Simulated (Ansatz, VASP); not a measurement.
## Two plane-wave programs on Cu

```
Cu
1.0
     1.18852   -3.46030    0.00000
     1.18852    3.46030    0.00000
    -0.10093    0.00000    2.86168
Cu
2
Direct
  0.86900 0.13100 0.25000
  0.13100 0.86900 0.75000
```

Alike in both runs: task single point; functional PBE; k mesh 8 × 8 × 6; occupations gaussian, width 0.1 eV; no spin polarisation.

|  | VASP | Ansatz |
| --- | --- | --- |
| version | VASP 6.6.1 | Ansatz 0.2.0 |
| potentials or method | VASP PAW PBE potentials, release 64 (Cu), cutoff 520 eV | scalar-relativistic, plane waves, PAW |
| valence electrons in the cell | 22 | 38 |

Ansatz gave:

- gap on the k mesh at the Fermi level (eV): none
- pressure (GPa): 14.0
- traceless stress, the component that is largest in VASP (GPa): -7.45
- rms of the force components (eV/Å): 0.380

Q: What did VASP give for the same quantities?

A: gap on the k mesh at the Fermi level (eV): none; pressure (GPa): 14.7; traceless stress, the component that is largest in VASP (GPa): -7.38; rms of the force components (eV/Å): 0.381.

Atom by atom the forces differ by 0.000 eV/Å (rms over components). A gap of «none» marks a metal or a gap that the smearing closes. With one functional, cell and mesh, what is left measures potentials, basis and numerics. VASP's potentials hold 22 valence electrons a cell and Ansatz's 38, so a difference there can come from the potentials and not from the codes.

The k mesh is coarse, so the values compare programs but aren't converged.
